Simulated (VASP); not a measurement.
# HfC (P-3m1) in VASP: single point with PBE

Aim: the single point of HfC with PBE.

Program: VASP 6.6.1. These are calculated values, not measurements. Logs are shortened: lines on timing, memory, paths and dates and some standing lists are left out, and cuts for length are marked.

**1. The cell of the first run**

It takes space group P-3m1 (No. 164, trigonal). The conventional cell has a = 3.568 Å, b = 3.568 Å, c = 5.084 Å, α = 90.00°, β = 90.00°, γ = 120.00°. Hf (site symmetry 3m) has 6 C at 2.35 to 2.50 Å and 3 Hf at 3.06 Å within 3.1 Å. C (site symmetry -3m) has 6 Hf at 2.35 Å and 2 C at 2.54 Å within 3.1 Å. C (site symmetry -3m) has 6 Hf at 2.50 Å and 2 C at 2.54 Å within 3.3 Å.

**2. Single point, PBE (strained and its atoms moved)**

The input, INCAR:

```
SYSTEM = HfC
PREC = Accurate
ENCUT = 520
EDIFF = 1E-6
ISMEAR = 0
SIGMA = 0.1
LREAL = .FALSE.
LASPH = .TRUE.
NELM = 100
ALGO = Normal
ISIF = 2
LWAVE = .FALSE.
LCHARG = .FALSE.
GGA = PE
NBANDS = 22
```

The input, KPOINTS:

```
regular mesh
0
G
  15 15 8
  0 0 0
```

The input, POSCAR:

```
HfC
1.0
    3.5675400805      0.0000000000      0.0000000000
   -1.7837700402      3.0895803387      0.0000000000
    0.0000000000      0.0000000000      5.0841441479
Hf C
2 2
Direct
    0.6666666700      0.3333333300      0.7771822276
    0.3333333300      0.6666666700      0.2228177724
    0.0000000000      0.0000000000      0.0000000000
    0.0000000000      0.0000000000      0.5000000000
```

Potentials or basis: VASP PAW PBE potentials, release 64 (Hf_pv, C).

Run with:

```bash
> cat potpaw_PBE.64/Hf_pv/POTCAR potpaw_PBE.64/C/POTCAR > POTCAR
> mpirun -np 1 vasp_std > vasp.out
```

OUTCAR:

```text
SYSTEM = HfC
   PREC = Accurate
   ENCUT = 520
   EDIFF = 1E-6
   ISMEAR = 0
   LREAL = .FALSE.
   LASPH = .TRUE.
   NELM = 100
   ISIF = 2
   GGA = PE

 ion  position               nearest neighbor table
   1  0.667  0.333  0.777-   3 2.35   3 2.35   3 2.35   4 2.50   4 2.50   4 2.50   2 3.06   2 3.06
                             2 3.06   2 3.49   2 3.49   2 3.49
   2  0.333  0.667  0.223-   3 2.35   3 2.35   3 2.35   4 2.50   4 2.50   4 2.50   1 3.06   1 3.06
                             1 3.06   1 3.49   1 3.49   1 3.49
   3  0.000  0.000  0.000-   1 2.35   2 2.35   2 2.35   1 2.35   1 2.35   2 2.35
   4  0.000  0.000  0.500-   1 2.50   2 2.50   2 2.50   1 2.50   1 2.50   2 2.50

  LATTYP: Found a hexagonal cell.
 ALAT       =     3.5675400805
 C/A-ratio  =     1.4251119912

  Lattice vectors:

 A1 = (   3.5675400805,   0.0000000000,   0.0000000000)
 A2 = (  -1.7837700402,   3.0895803387,   0.0000000000)
 A3 = (   0.0000000000,   0.0000000000,   5.0841441479)

Analysis of symmetry for initial positions (statically):
=====================================================================
 Subroutine PRICEL returns:
 Original cell was already a primitive cell.

 Routine SETGRP: Setting up the symmetry group for a
 hexagonal supercell.

 Subroutine GETGRP returns: Found 12 space group operations
 (whereof 12 operations were pure point group operations)
 out of a pool of 24 trial point group operations.

The static configuration has the point symmetry D_3d.

Analysis of symmetry for dynamics (positions and initial velocities):
=====================================================================
 Subroutine PRICEL returns:
 Original cell was already a primitive cell.

 Routine SETGRP: Setting up the symmetry group for a
 hexagonal supercell.

 Subroutine GETGRP returns: Found 12 space group operations
 (whereof 12 operations were pure point group operations)
 out of a pool of 24 trial point group operations.

The dynamic configuration has the point symmetry D_3d.

 Subroutine INISYM returns: Found 12 space group operations
 (whereof 12 operations are pure point group operations),
 and found     1 'primitive' translations

----------------------------------------------------------------------------------------

                                     Primitive cell

  volume of cell :      56.0385

  direct lattice vectors                    reciprocal lattice vectors
     3.567540081  0.000000000  0.000000000     0.280305190  0.161834277  0.000000000
    -1.783770040  3.089580339  0.000000000     0.000000000  0.323668554  0.000000000
     0.000000000  0.000000000  5.084144148     0.000000000  0.000000000  0.196689939

  length of vectors
     3.567540081  3.567540080  5.084144148     0.323668554  0.323668554  0.196689939

  position of ions in fractional coordinates (direct lattice)
     0.666666670  0.333333330  0.777182228
     0.333333330  0.666666670  0.222817772
     0.000000000  0.000000000  0.000000000
     0.000000000  0.000000000  0.500000000

  ion indices of the primitive-cell ions
   primitive index   ion index
                 1           1
                 2           2
                 3           3
                 4           4

----------------------------------------------------------------------------------------

 KPOINTS: regular mesh

Automatic generation of k-mesh.
 Grid dimensions read from file:
 generate k-points for:   15   15    8

 Generating k-lattice:

  Cartesian coordinates                     Fractional coordinates (reciprocal lattice)
     0.018687013  0.010788952  0.000000000     0.066666667  0.000000000  0.000000000
     0.000000000  0.021577904  0.000000000     0.000000000  0.066666667  0.000000000
     0.000000000  0.000000000  0.024586242     0.000000000  0.000000000  0.125000000

  Length of vectors
     0.021577904  0.021577904  0.024586242

  Shift w.r.t. Gamma in fractional coordinates (k-lattice)
     0.000000000  0.000000000  0.000000000

 Subroutine IBZKPT returns following result:
 ===========================================

 Found    192 irreducible k-points:

 Following reciprocal coordinates:
            Coordinates               Weight
  0.000000  0.000000  0.000000      1.000000
  0.066667 -0.000000  0.000000      6.000000
  0.133333  0.000000  0.000000      6.000000
  0.200000  0.000000  0.000000      6.000000
  0.266667  0.000000  0.000000      6.000000
  0.333333  0.000000  0.000000      6.000000
[... 16 lines left out ...]
  0.333333  0.200000  0.000000     12.000000
  0.400000  0.200000  0.000000      6.000000
 [... further k-points ...]
   k-points           NKPTS =    192   k-points in BZ     NKDIM =    192   number of bands    NBANDS=     22
   number of dos      NEDOS =    301   number of ions     NIONS =      4
   total plane-waves  NPLWV =  31360
   dimension x,y,z NGX =    28 NGY =   28 NGZ =   40
   dimension x,y,z NGXF=    56 NGYF=   56 NGZF=   80
   ions per type =               2   2
   NGX,Y,Z   is equivalent  to a cutoff of  13.05, 13.05, 13.08 a.u.
   NGXF,Y,Z  is equivalent  to a cutoff of  26.10, 26.10, 26.16 a.u.
 SYSTEM =  HfC
   PREC   = accura    normal or accurate (medium, high low for compatibility)
   ISTART =      0    job   : 0-new  1-cont  2-samecut
   ICHARG =      2    charge: 1-file 2-atom 10-const
   ISPIN  =      1    spin polarized calculation?
   LNONCOLLINEAR =      F non collinear calculations
   LSORBIT =      F    spin-orbit coupling
   LASPH  =      T    aspherical Exc in radial PAW
   ENCUT  =  520.0 eV  38.22 Ry    6.18 a.u.   6.63  6.63  9.45*2*pi/ulx,y,z
   NELM   =    100;   NELMIN=  2; NELMDL= -5     # of ELM steps
   EDIFF  = 0.1E-05   stopping-criterion for ELM
   LREAL  =      F    real-space projection
   EDIFFG = 0.1E-04   stopping-criterion for IOM
   NSW    =      0    number of steps for IOM
   IBRION =     -1    ionic relax: 0-MD 1-quasi-New 2-CG
   NFREE  =      0    steps in history (QN), initial steepest desc. (CG)
   ISIF   =      2    stress and relaxation
   ISYM   =      2    0-nonsym 1-usesym 2-fastsym
   POTIM  = 0.5000    time-step for ionic-motion
   TEBEG  =    0.0;   TEEND  =   0.0 temperature during run
   PSTRESS=    0.0 pullay stress
   NELECT =      28.0000    total number of electrons
   NUPDOWN=      -1.0000    fix difference up-down
   EMIN   =  10.00;   EMAX   =-10.00  energy-range for DOS
   EFERMI =   0.00;   METHOD = LEGACY
   ISMEAR =     0;   SIGMA  =   0.10  broadening in eV -4-tet -1-fermi 0-gaus
   EFERMI_NEDOS =   21; number of points for ismear=-14 and -15
   IALGO  =     38    algorithm
   IMIX   =      4    mixing-type and parameters
     AMIX     =   0.40;   BMIX     =  1.00
     AMIX_MAG =   1.60;   BMIX_MAG =  1.00
  volume/ion in A,a.u.               =      14.01        94.54
  Fermi-wavevector in a.u.,A,eV,Ry     =   1.299069  2.454884 22.960911  1.687579
  Thomas-Fermi vector in A             =   2.430356
   LORBIT       =      0    0 simple, 1 ext, 2 COOP (PROOUT), +10 PAW based schemes
   GGA     = PE    functional components
   LHFCALC =     F    Hartree Fock is set to
   AEXX    =    0.0000 exact exchange contribution
   IVDW    =     0    specifies the selected vdW correction
   LEPSILON=     F    determine dielectric tensor
   LRPA    =     F    only Hartree local field effects (RPA)
 non-spin polarized calculation
 Gauss-broadening in eV      SIGMA  =   0.10
  energy-cutoff  :      520.00
  volume of cell :       56.04
 maximum number of plane-waves:      1543
 NGX is ok and might be reduce to    28
   NGX = 13   NGY = 13   NGZ = 19

 number of electron      27.9999997 magnetization

 Free energy of the ion-electron system (eV)
  ---------------------------------------------------
  ext. energy  EPLUGINS =         0.00000000
  ---------------------------------------------------
  free energy    TOTEN  =       -40.15770874 eV

  energy without entropy =      -40.15337940  energy(sigma->0) =      -40.15554407

 E-fermi :   5.7388     XC(G=0): -11.7574

 val. band max:        5.7283531110   @ k =   0.2000   0.2000   0.3750
 cond. band min:       5.7393502507   @ k =   0.3333   0.1333   0.3750
 fundamental gap:      0.0109971397
 Fermi energy:         5.7388388502

 k-point     1 :       0.0000    0.0000    0.0000
  band No.  band energies     occupation
      1     -25.3311      2.00000
      2     -24.9535      2.00000
      3     -24.9535      2.00000
      4     -24.8150      2.00000
      5     -24.8150      2.00000
      6     -24.6965      2.00000
[... 14 lines left out ...]
     21       9.7196      0.00000
     22      13.2338      0.00000

 k-point     2 :       0.0667   -0.0000    0.0000
  band No.  band energies     occupation
      1     -25.3252      2.00000
      2     -24.9661      2.00000
      3     -24.9591      2.00000
      4     -24.8237      2.00000
      5     -24.8140      2.00000
      6     -24.6987      2.00000
[... 14 lines left out ...]
     21       9.8318      0.00000
     22      12.8444      0.00000

 k-point     3 :       0.1333    0.0000    0.0000
  band No.  band energies     occupation
      1     -25.3085      2.00000
      2     -25.0010      2.00000
      3     -24.9742      2.00000
      4     -24.8476      2.00000
      5     -24.8119      2.00000
      6     -24.7061      2.00000
[... 14 lines left out ...]
     21      10.2764      0.00000
     22      12.0858      0.00000
[... 476 lines left out ...]
 k-point    23 :       0.3333    0.2000    0.0000
  band No.  band energies     occupation
      1     -25.2261      2.00000
      2     -25.1586      2.00000
      3     -25.1112      2.00000
      4     -24.9064      2.00000
      5     -24.8600      2.00000
      6     -24.8257      2.00000
[... 14 lines left out ...]
     21      11.8265      0.00000
     22      12.0841      0.00000

 k-point    24 :       0.4000    0.2000    0.0000
  band No.  band energies     occupation
      1     -25.2299      2.00000
      2     -25.1617      2.00000
      3     -25.1100      2.00000
      4     -24.9071      2.00000
      5     -24.8564      2.00000
      6     -24.8402      2.00000
[... 14 lines left out ...]
     21      11.7727      0.00000
     22      12.1957      0.00000

 [... further k-points ...]

------------------------ aborting loop because EDIFF is reached ----------------------------------------

  FORCE on cell =-STRESS in cart. coord.  units (eV):
  Direction    XX          YY          ZZ          XY          YZ          ZX
  --------------------------------------------------------------------------------------
  -------------------------------------------------------------------------------------
  Total       -8.5443485     -8.5443485     -2.7872018     -0.0000000      0.0000000      0.0000000
  in kB     -244.2886701   -244.2886701    -79.6879756     -0.0000000      0.0000000      0.0000000
  external PRESSURE =    -189.4217719 kB  Pullay stress =       0.0000000 kB

 VOLUME and BASIS-vectors are now :
 -----------------------------------------------------------------------------
  energy-cutoff  :      520.00
  volume of cell :       56.04
      direct lattice vectors                 reciprocal lattice vectors
     3.567540081  0.000000000  0.000000000     0.280305190  0.161834277  0.000000000
    -1.783770040  3.089580339  0.000000000     0.000000000  0.323668554  0.000000000
     0.000000000  0.000000000  5.084144148     0.000000000  0.000000000  0.196689939

 POSITION                                       TOTAL-FORCE (eV/Angst)
 -----------------------------------------------------------------------------------
      1.78377      1.02986      3.95131         0.000000      0.000000     -3.346706
     -0.00000      2.05972      1.13284        -0.000000     -0.000000      3.346706
      0.00000      0.00000      0.00000        -0.000000      0.000000      0.000000
      0.00000      0.00000      2.54207        -0.000000      0.000000      0.000000
 -----------------------------------------------------------------------------------
    total drift:                                0.000000      0.000000      0.000000

  FREE ENERGIE OF THE ION-ELECTRON SYSTEM (eV)
  ---------------------------------------------------
  free  energy   TOTEN  =       -40.1577087361 eV

  energy  without entropy=      -40.1533793987  energy(sigma->0) =      -40.15554407
```

Wall time 3.1 min (1 thread of Intel Xeon Platinum 8259CL at 2.50GHz (Skylake/Cascade Lake), shared host); peak memory 0.33 GiB.

What came out:

| Quantity | Value |
| --- | --- |
| Free energy | -40.1577 eV |
| Pressure | -18.9 GPa |
| Largest force | 3.347 eV/Å |
| Band gap on the k mesh | zero (bands 14 and 15 overlap by 0.92 eV) |

Forces in eV/Å, atoms in the order of the input:
```
Hf   0.000  0.000 -3.347
Hf   0.000  0.000  3.347
C    0.000  0.000  0.000
C    0.000  0.000  0.000
```

Stress tensor (GPa, compression positive):
```
-24.43   0.00   0.00
  0.00 -24.43   0.00
  0.00   0.00  -7.97
```

Caveat: the cell differs from its parent crystal (strained and its atoms moved); the cell stands under tension; spin-orbit coupling is left out, which moves the levels of the heavy elements; forces of over 1 eV/Å act on the atoms, so gaps and moduli don't describe the material at rest.
